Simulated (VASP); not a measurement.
# Al5GaN6 (an interface model) in VASP: a series of runs

Al5GaN6 (an interface model) is run at these levels: PBEsol; tasks: single point.

All numbers are computed with VASP 6.6.1; they aren't measurements. Logs are shortened: lines on timing, memory, paths and dates and some standing lists are left out, and cuts for length are marked.

### Step 1. The cell of the first run

The cell holds layers of an interface, 24 atoms: a = 3.114 Å, b = 3.114 Å, c = 30.179 Å, α = 90.00°, β = 90.00°, γ = 120.00°.

### Step 2. Single point, PBEsol

INCAR

```
PREC = Accurate
ENCUT = 520
EDIFF = 1E-6
ISMEAR = -1
SIGMA = 0.05
LREAL = False
LASPH = True
NELM = 120
ALGO = Normal
ISIF = 2
LWAVE = False
LCHARG = False
GGA = PS
NBANDS = 76
GGA_COMPAT = False
```

KPOINTS

```
Automatic mesh
0
Gamma
  6 6 1
```

POSCAR

```
Al5GaN6
1.0
    3.1138161393      0.0000000000      0.0000000000
   -1.5569080697      2.6966438794      0.0000000000
    0.0000000000      0.0000000000     30.1792591276
Ga Al N
2 10 12
Direct
    0.6666670000      0.3333330000      0.0861860000
    0.3333330000      0.6666670000      0.1729740000
    0.6666670000      0.3333330000      0.2574550000
    0.6666670000      0.3333330000      0.4227550000
    0.6666670000      0.3333330000      0.5880120000
    0.6666670000      0.3333330000      0.7532680000
    0.6666670000      0.3333330000      0.9185280000
    0.3333330000      0.6666670000      0.3401270000
    0.3333330000      0.6666670000      0.5053830000
    0.3333330000      0.6666670000      0.6706400000
    0.3333330000      0.6666670000      0.8358960000
    0.3333330000      0.6666670000      0.0010890000
    0.3333330000      0.6666670000      0.0640770000
    0.3333330000      0.6666670000      0.2381030000
    0.3333330000      0.6666670000      0.4031010000
    0.3333330000      0.6666670000      0.5683560000
    0.3333330000      0.6666670000      0.7336120000
    0.3333330000      0.6666670000      0.8988680000
    0.6666670000      0.3333330000      0.1510830000
    0.6666670000      0.3333330000      0.3204660000
    0.6666670000      0.3333330000      0.4857280000
    0.6666670000      0.3333330000      0.6509840000
    0.6666670000      0.3333330000      0.8162400000
    0.6666670000      0.3333330000      0.9815020000
```

Potentials or basis: VASP PAW PBE potentials, release 64 (Ga_d, Al, N).

The run is started by

```sh
$ cat potpaw_PBE.64/Ga_d/POTCAR potpaw_PBE.64/Al/POTCAR potpaw_PBE.64/N/POTCAR > POTCAR
$ mpirun -np 1 vasp_std > vasp.out
```

OUTCAR:

```text
PREC = Accurate
   ENCUT = 520
   EDIFF = 1E-6
   ISMEAR = -1
   LREAL = False
   LASPH = True
   NELM = 120
   ISIF = 2
   GGA = PS

 ion  position               nearest neighbor table
   1  0.667  0.333  0.086-  13 1.92  13 1.92  13 1.92  19 1.96  12 3.13  12 3.13  12 3.13
   2  0.333  0.667  0.173-  19 1.92  19 1.92  19 1.92  14 1.97   3 3.12   3 3.12   3 3.12
   3  0.667  0.333  0.257-  14 1.89  14 1.89  14 1.89  20 1.90   8 3.08   8 3.08   8 3.08   2 3.12
                             2 3.12   2 3.12
   4  0.667  0.333  0.423-  15 1.89  15 1.89  15 1.89  21 1.90   8 3.07   9 3.07   9 3.07   8 3.07
                             9 3.07   8 3.07
   5  0.667  0.333  0.588-  16 1.89  16 1.89  16 1.89  22 1.90  10 3.07  10 3.07  10 3.07   9 3.07
                             9 3.07   9 3.07
   6  0.667  0.333  0.753-  17 1.89  17 1.89  17 1.89  23 1.90  10 3.07  11 3.07  11 3.07  10 3.07
                            11 3.07  10 3.07
   7  0.667  0.333  0.919-  18 1.89  18 1.89  18 1.89  24 1.90  12 3.07  12 3.07  12 3.07  11 3.07
                            11 3.07  11 3.07
   8  0.333  0.667  0.340-  20 1.89  20 1.89  20 1.89  15 1.90   4 3.07   4 3.07   4 3.07   3 3.08
                             3 3.08   3 3.08
   9  0.333  0.667  0.505-  21 1.89  21 1.89  21 1.89  16 1.90   4 3.07   4 3.07   4 3.07   5 3.07
                             5 3.07   5 3.07
  10  0.333  0.667  0.671-  22 1.89  22 1.89  22 1.89  17 1.90   6 3.07   5 3.07   5 3.07   6 3.07
                             6 3.07   5 3.07
  11  0.333  0.667  0.836-  23 1.89  23 1.89  23 1.89  18 1.90   6 3.07   6 3.07   6 3.07   7 3.07
                             7 3.07   7 3.07
  12  0.333  0.667  0.001-  24 1.89  24 1.89  24 1.89  13 1.90   7 3.07   7 3.07   7 3.07   1 3.13
                             1 3.13   1 3.13
  13  0.333  0.667  0.064-  12 1.90   1 1.92   1 1.92   1 1.92
  14  0.333  0.667  0.238-   3 1.89   3 1.89   3 1.89   2 1.97
  15  0.333  0.667  0.403-   4 1.89   4 1.89   4 1.89   8 1.90
  16  0.333  0.667  0.568-   5 1.89   5 1.89   5 1.89   9 1.90
  17  0.333  0.667  0.734-   6 1.89   6 1.89   6 1.89  10 1.90
  18  0.333  0.667  0.899-   7 1.89   7 1.89   7 1.89  11 1.90
  19  0.667  0.333  0.151-   2 1.92   2 1.92   2 1.92   1 1.96
  20  0.667  0.333  0.320-   8 1.89   8 1.89   8 1.89   3 1.90
  21  0.667  0.333  0.486-   9 1.89   9 1.89   9 1.89   4 1.90
  22  0.667  0.333  0.651-  10 1.89  10 1.89  10 1.89   5 1.90
  23  0.667  0.333  0.816-  11 1.89  11 1.89  11 1.89   6 1.90
  24  0.667  0.333  0.982-  12 1.89  12 1.89  12 1.89   7 1.90

  LATTYP: Found a hexagonal cell.
 ALAT       =     3.1138161393
 C/A-ratio  =     9.6920491697

  Lattice vectors:

 A1 = (   3.1138161393,   0.0000000000,   0.0000000000)
 A2 = (  -1.5569080697,   2.6966438794,   0.0000000000)
 A3 = (   0.0000000000,   0.0000000000,  30.1792591276)

Analysis of symmetry for initial positions (statically):
=====================================================================
 Subroutine PRICEL returns:
 Original cell was already a primitive cell.

 Routine SETGRP: Setting up the symmetry group for a
 hexagonal supercell.

[... 160 lines left out ...]
   EFERMI_NEDOS =   21; number of points for ismear=-14 and -15
   IALGO  =     38    algorithm
   IMIX   =      4    mixing-type and parameters
     AMIX     =   0.40;   BMIX     =  1.00
     AMIX_MAG =   1.60;   BMIX_MAG =  1.00
  volume/ion in A,a.u.               =      10.56        71.25
  Fermi-wavevector in a.u.,A,eV,Ry     =   1.261689  2.384247 21.658572  1.591860
  Thomas-Fermi vector in A             =   2.395136
   LORBIT       =      0    0 simple, 1 ext, 2 COOP (PROOUT), +10 PAW based schemes
   GGA     = PS    functional components
   LHFCALC =     F    Hartree Fock is set to
   AEXX    =    0.0000 exact exchange contribution
   IVDW    =     0    specifies the selected vdW correction
   LEPSILON=     F    determine dielectric tensor
   LRPA    =     F    only Hartree local field effects (RPA)
 non-spin polarized calculation
  energy-cutoff  :      520.00
  volume of cell :      253.41
 maximum number of plane-waves:      6854
 NGX is ok and might be reduce to    24
   NGX = 11   NGY = 11   NGZ =113

 number of electron     115.9999988 magnetization

 Free energy of the ion-electron system (eV)
  ---------------------------------------------------
  ext. energy  EPLUGINS =         0.00000000
  ---------------------------------------------------
  free energy    TOTEN  =      -182.73345453 eV

  energy without entropy =     -182.73345453  energy(sigma->0) =     -182.73345453

 E-fermi :   7.5283     XC(G=0): -11.2716

 val. band max:        6.3958199348   @ k =   0.0000   0.0000   0.0000
 cond. band min:       9.4018657326   @ k =   0.0000   0.0000   0.0000
 fundamental gap:      3.0060457978
 Fermi energy:         7.5283150879

 k-point     1 :       0.0000    0.0000    0.0000
  band No.  band energies     occupation
      1      -9.6122      2.00000
      2      -9.3328      2.00000
      3      -9.2061      2.00000
      4      -9.0095      2.00000
      5      -8.9965      2.00000
      6      -8.7201      2.00000
[... 500 lines left out ...]
     69      13.7636      0.00000
     70      13.7813      0.00000
 [bands above 70 left out]

------------------------ aborting loop because EDIFF is reached ----------------------------------------

  FORCE on cell =-STRESS in cart. coord.  units (eV):
  Direction    XX          YY          ZZ          XY          YZ          ZX
  --------------------------------------------------------------------------------------
  -------------------------------------------------------------------------------------
  Total        2.5053392      2.5053392     -0.0818660     -0.0000000      0.0000000     -0.0000000
  in kB       15.8398833     15.8398833     -0.5175936     -0.0000000      0.0000000     -0.0000000
  external PRESSURE =      10.3873910 kB  Pullay stress =       0.0000000 kB

 VOLUME and BASIS-vectors are now :
 -----------------------------------------------------------------------------
  energy-cutoff  :      520.00
  volume of cell :      253.41
      direct lattice vectors                 reciprocal lattice vectors
     3.113816139  0.000000000  0.000000000     0.321149341  0.185415658  0.000000000
    -1.556908070  2.696643879  0.000000000     0.000000000  0.370831317  0.000000000
     0.000000000  0.000000000 30.179259128     0.000000000  0.000000000  0.033135340

 POSITION                                       TOTAL-FORCE (eV/Angst)
 -----------------------------------------------------------------------------------
      1.55691      0.89888      2.60103         0.000000     -0.000000     -0.012827
     -0.00000      1.79776      5.22023         0.000000      0.000000     -0.012993
      1.55691      0.89888      7.76980         0.000000      0.000000      0.002659
      1.55691      0.89888     12.75843         0.000000      0.000000     -0.000209
      1.55691      0.89888     17.74577         0.000000      0.000000     -0.000470
      1.55691      0.89888     22.73307         0.000000      0.000000     -0.000188
[... 16 lines left out ...]
      1.55691      0.89888     24.63352         0.000000     -0.000000      0.000494
      1.55691      0.89888     29.62100        -0.000000     -0.000000     -0.000010
 -----------------------------------------------------------------------------------
    total drift:                               -0.000001     -0.000001      0.005579

  FREE ENERGIE OF THE ION-ELECTRON SYSTEM (eV)
  ---------------------------------------------------
  free  energy   TOTEN  =      -182.7334545283 eV

  energy  without entropy=     -182.7334545283  energy(sigma->0) =     -182.73345453
```

stdout:

```text
POSCAR found type information on POSCAR GaAlN
 POSCAR found :  3 types and      24 ions
 scaLAPACK will be used
 -----------------------------------------------------------------------------
|                                                                             |
|                                                                             |
|     You have a (more or less) 'large supercell' and for larger cells it     |
|     might be more efficient to use real-space projection operators.         |
|     Therefore, try LREAL= Auto in the INCAR file.                           |
|     Mind: For very accurate calculation, you might also keep the            |
|     reciprocal projection scheme (i.e. LREAL=.FALSE.).                      |
|                                                                             |
 -----------------------------------------------------------------------------

 -----------------------------------------------------------------------------
|                                                                             |
|                                                                             |
|     You enforced a specific xc type in the INCAR file but a different       |
|     I HOPE YOU KNOW WHAT YOU ARE DOING!                                     |
|                                                                             |
 -----------------------------------------------------------------------------

 LDA part: xc-table for (Slater+PW92), standard interpolation
 POSCAR, INCAR and KPOINTS ok, starting setup
 FFT: planning ... GRIDC
 FFT: planning ... GRID_SOFT
 FFT: planning ... GRID
 WAVECAR not read
 entering main loop
```

It took 4.2 min on 1 thread of Intel Xeon 8259CL, shared host; peak memory 0.4 GiB.

What came out:

| Property | Result |
| --- | --- |
| Free energy | -182.7335 eV |
| Pressure | 1.0 GPa |
| Largest force | 0.020 eV/Å |
| Band gap on the k mesh | 3.01 eV |

Forces on the atoms (eV/Å):
```
Ga   0.000  0.000 -0.013
Ga   0.000  0.000 -0.013
Al   0.000  0.000  0.003
Al   0.000  0.000  0.000
Al   0.000  0.000  0.000
Al   0.000  0.000  0.000
Al   0.000  0.000  0.000
Al   0.000  0.000  0.001
Al   0.000  0.000  0.000
Al   0.000  0.000  0.000
Al   0.000  0.000  0.000
Al   0.000  0.000 -0.003
N    0.000  0.000  0.020
N    0.000  0.000 -0.007
N    0.000  0.000  0.000
N    0.000  0.000  0.000
N    0.000  0.000  0.000
N    0.000  0.000  0.000
N    0.000  0.000  0.013
N    0.000  0.000  0.000
N    0.000  0.000  0.000
N    0.000  0.000  0.000
N    0.000  0.000  0.000
N    0.000  0.000  0.000
```

Caveat: the PAW data sets were made with another functional, which shifts forces and pressure a little.

### Step 3. Single point, PBEsol

This run uses another cell than the first one, of 10.72 Å³/atom.

INCAR

```
ALGO     = Normal         # electronic algorithm
EDIFF    = 1E-6           # SCF threshold, eV
ENCUT    = 520            # plane-wave cutoff, eV
GGA      = PS             # functional
GGA_COMPAT= F            
ISIF     = 2              # what is computed and relaxed
ISMEAR   = -1             # smearing method
LASPH    = T              # aspherical terms in the spheres
LCHARG   = T              # write CHGCAR
LELF     = T              # ELF
LREAL    = F              # projectors in reciprocal space
LVHAR    = T            
LWAVE    = F              # write WAVECAR
NBANDS   = 76             # bands
NELM     = 120            # most SCF steps
PREC     = Accurate       # precision mode
SIGMA    = 0.05           # smearing width, eV
```

KPOINTS

```
k-points
0
Gamma
  6 6 1
```

POSCAR

```
Al5GaN6
1.0
    3.1138160000      0.0000000000      0.0000000000
   -1.5569080000      2.6966440000      0.0000000000
    0.0000000000      0.0000000000     30.6364050000
Ga Al N
2 10 12
Direct
    0.6666670000      0.3333330000      0.0859530000
    0.3333330000      0.6666670000      0.1719590000
    0.6666670000      0.3333330000      0.2571740000
    0.6666670000      0.3333330000      0.4227720000
    0.6666670000      0.3333330000      0.5883690000
    0.6666670000      0.3333330000      0.7539670000
    0.6666670000      0.3333330000      0.9195640000
    0.3333330000      0.6666670000      0.3399730000
    0.3333330000      0.6666670000      0.5055700000
    0.3333330000      0.6666670000      0.6711680000
    0.3333330000      0.6666670000      0.8367650000
    0.3333330000      0.6666670000      0.0023630000
    0.3333330000      0.6666670000      0.0647300000
    0.3333330000      0.6666670000      0.2367430000
    0.3333330000      0.6666670000      0.4023400000
    0.3333330000      0.6666670000      0.5679380000
    0.3333330000      0.6666670000      0.7335350000
    0.3333330000      0.6666670000      0.8991330000
    0.6666670000      0.3333330000      0.1507360000
    0.6666670000      0.3333330000      0.3195410000
    0.6666670000      0.3333330000      0.4851390000
    0.6666670000      0.3333330000      0.6507360000
    0.6666670000      0.3333330000      0.8163340000
    0.6666670000      0.3333330000      0.9819310000
```

Potentials or basis: VASP PAW PBE potentials, release 64 (Ga_d, Al, N).

The run is started by

```sh
$ cat potpaw_PBE.64/Ga_d/POTCAR potpaw_PBE.64/Al/POTCAR potpaw_PBE.64/N/POTCAR > POTCAR
$ mpirun -np 1 vasp_std > vasp.out
```

It took 4.5 min on 1 thread of Intel Xeon 8259CL, shared host; peak memory 0.42 GiB.

The run converged. Its results:

```yaml
Free_energy: -182.6400 eV
Pressure: -1.8 GPa
Largest_force: 0.634 eV/Å
Band_gap_on_the_k_mesh: 2.99 eV
```

Forces on the atoms (eV/Å):
```
Ga   0.000  0.000  0.634
Ga   0.000  0.000  0.502
Al   0.000  0.000 -0.302
Al   0.000  0.000 -0.150
Al   0.000  0.000 -0.149
Al   0.000  0.000 -0.149
Al   0.000  0.000 -0.147
Al   0.000  0.000 -0.150
Al   0.000  0.000 -0.148
Al   0.000  0.000 -0.149
Al   0.000  0.000 -0.148
Al   0.000  0.000 -0.224
N    0.000  0.000 -0.458
N    0.000  0.000  0.172
N    0.000  0.000  0.150
N    0.000  0.000  0.148
N    0.000  0.000  0.149
N    0.000  0.000  0.147
N    0.000  0.000 -0.497
N    0.000  0.000  0.161
N    0.000  0.000  0.149
N    0.000  0.000  0.149
N    0.000  0.000  0.149
N    0.000  0.000  0.160
```

Stress tensor (GPa, compression positive):
```
 0.05  0.00  0.00
 0.00  0.05  0.00
 0.00  0.00 -5.37
```

Levels at points of the mesh, in eV from the valence-band top:
```tsv
k point	band 55	band 56	band 57	band 58	band 59	band 60	band 61	band 62
(0.00, 0.00, 0.00)	-0.47	-0.45	0.00	0.00	2.99	3.72	3.88	4.62
(0.50, 0.00, 0.00)	-1.50	-1.28	-1.21	-1.01	4.05	4.22	4.45	4.50
```

Caveat: the PAW data sets were made with another functional, which shifts forces and pressure a little.
